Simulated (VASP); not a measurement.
# Zn: single point with PBE

Zn, a slab with vacuum:

```
Zn
1.0
     2.61697    0.00000    0.00000
    -1.30849    2.26817    0.00000
     0.00000    0.00000   24.71677
Zn
5
Direct
  0.33935 0.67871 0.30344
  0.01153 0.02306 0.40120
  0.35088 0.70176 0.50000
  0.69023 0.38047 0.59880
  0.36241 0.72482 0.69656
```

```yaml
Program: VASP 6.6.1
Task: single point
Functional: PBE
Potentials_or_basis: VASP PAW PBE potentials, release 64 (Zn)
Cutoff: 520 eV
k_mesh: 12 × 12 × 1
Occupations: fermi-dirac, width 0.05 eV
Spin: no spin polarisation
```

```
Largest force          : 0.192 eV/Å
Band gap on the k mesh : zero (bands 30 and 31 overlap by 3.84 eV)
```

Forces in eV/Å, atoms in the order of the input:
```
Zn   0.000  0.013 -0.192
Zn   0.000 -0.004  0.038
Zn   0.000  0.000  0.000
Zn   0.000  0.004 -0.038
Zn   0.000 -0.013  0.192
```

Levels at points of the mesh, in eV from the Fermi level:
| k point | band 28 | band 29 | band 30 | band 31 | band 32 | band 33 |
| --- | --- | --- | --- | --- | --- | --- |
| (0.00, 0.00, 0.00) | -7.24 | -6.64 | -4.70 | -3.03 | -0.33 | 2.12 |
| (0.50, 0.00, 0.00) | -2.13 | -1.88 | -1.73 | 0.12 | 0.74 | 1.04 |
| (0.00, 0.50, 0.00) | -2.07 | -1.91 | -1.76 | 0.02 | 0.79 | 1.08 |

Run time: 4.2 min on 1 thread of Intel(R) Xeon(R) Platinum 8259CL CPU @ 2.50GHz (Skylake/Cascade Lake), on a shared host, peak memory 0.36 GiB.
